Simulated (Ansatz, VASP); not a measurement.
## One calculation of NiO, two programs

```
Ni O
1.0
     0.00000    2.08590    2.04418
     2.08590    0.00000    2.04418
     2.08590    2.08590    0.00000
Ni O
1 1
Direct
  0.00000 0.00000 0.00000
  0.50000 0.50000 0.50000
```

Alike in both runs: functional PBE; k mesh 9 × 9 × 9; occupations fermi-dirac, width 0.05 eV; collinear spin.

|  | VASP | Ansatz |
| --- | --- | --- |
| version | VASP 6.6.1 | Ansatz 0.2.0 |
| potentials or method | VASP PAW PBE potentials, release 64 (Ni, O) | Ansatz PAW |
| plane-wave cutoff (eV) | 520 | 420 |
| valence electrons in the cell | 16 | 24 |
| task | single point | band structure |

Ansatz gave:

- gap on the k mesh at the Fermi level (eV): none
- pressure (GPa): 10.3
- traceless stress, the component that is largest in VASP (GPa): 2.20
- net moment per atom (μB): 0.85
- size of the moment on the site where the two differ most (μB): 0.27

**Question.** What did VASP give for the same quantities?

**Answer.** gap on the k mesh at the Fermi level (eV): none; pressure (GPa): 9.8; traceless stress, the component that is largest in VASP (GPa): 2.13; net moment per atom (μB): 0.83; size of the moment on the site where the two differ most (μB): 0.25.

Site moments also hang on the region over which each program counts them. A gap of «none» marks a metal or a gap that the smearing closes. The functional is the same, so the differences come from potentials, cutoffs and numerics. VASP's potentials hold 16 valence electrons a cell and Ansatz's 24, so a difference there can come from the potentials and not from the codes.
